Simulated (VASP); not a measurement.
The system is MgMnV4O12.

```xyz
18
Lattice="4.9669 0.0000 0.0000 -0.0226 5.2998 0.0000 -0.1121 -0.8455 7.6846" Properties=species:S:1:pos:R:3 pbc="T T T"
Mg    2.4291    4.6863    2.1813
Mn   -0.0309    1.9612    2.2203
V    -0.0991    4.3844    7.5867
V     2.4014    2.3498    4.1045
V    -0.0288   -0.3605    4.0933
V     2.4127    1.7137    7.6020
O     1.3621    0.8949    3.1906
O     0.4545   -0.4899    5.6999
O     1.5067    4.4663    0.3800
O     0.8879    3.4439    3.1468
O     3.9092    3.0837    7.1532
O     1.8690    2.2234    5.6846
O     3.2036    2.7548    1.6166
O     0.9844    1.8130    0.3423
O     3.8340    1.3147    4.0519
O     3.3314    0.4181    7.0847
O     4.2877    0.1961    1.6410
O     3.2613    3.9690    3.9798
```

Base run:

| Item | Value |
| --- | --- |
| Program | VASP 6.6.1 |
| Functional | PBE |
| Potentials or basis | VASP PAW PBE potentials, release 64 (Mg, Mn_pv, V_sv, O) |
| Cutoff | 520 eV |
| k mesh | 5 × 4 × 3 |
| Occupations | fermi-dirac, width 0.02 eV |
| Spin | collinear spin, ferromagnetic start |
| Starting moments | [0.0, 5.0, 0.0, 0.0, 0.0, 0.0, 0.0, 0.0, 0.0, 0.0, 0.0, 0.0, 0.0, 0.0, 0.0, 0.0, 0.0, 0.0] μB |

Its results: band gap on the k mesh 0.26 eV (least direct gap 0.33 eV); pressure -5.3 GPa; net moment 5.00 μB per cell; site moments Mg +0.00; Mn +3.62; V +0.05, +0.23, +0.81, +0.17; O -0.01, -0.06, -0.00, -0.02, +0.00, +0.01 (each value once) μB; largest force 1.355 eV/Å.

Task: The run is repeated on the same cell with these changes: hubbard terms from none to Mn d U = 2.9 eV. What comes out?

Result: Band gap on the k mesh 0.28 eV (least direct gap 0.36 eV); pressure -4.5 GPa; net moment 5.00 μB per cell; site moments Mg +0.00; Mn +3.91; V +0.04, +0.18, +0.77, +0.12; O -0.03, -0.06, -0.00, -0.04, -0.01, -0.02, +0.00 (each value once) μB; largest force 1.447 eV/Å.

Caveats: the cell stands under tension; a cell with one magnetic atom can't hold antiferromagnetic order, which such compounds often take; forces of over 1 eV/Å act on the atoms, so gaps and moduli don't describe the material at rest.

A k mesh can miss the band edges.
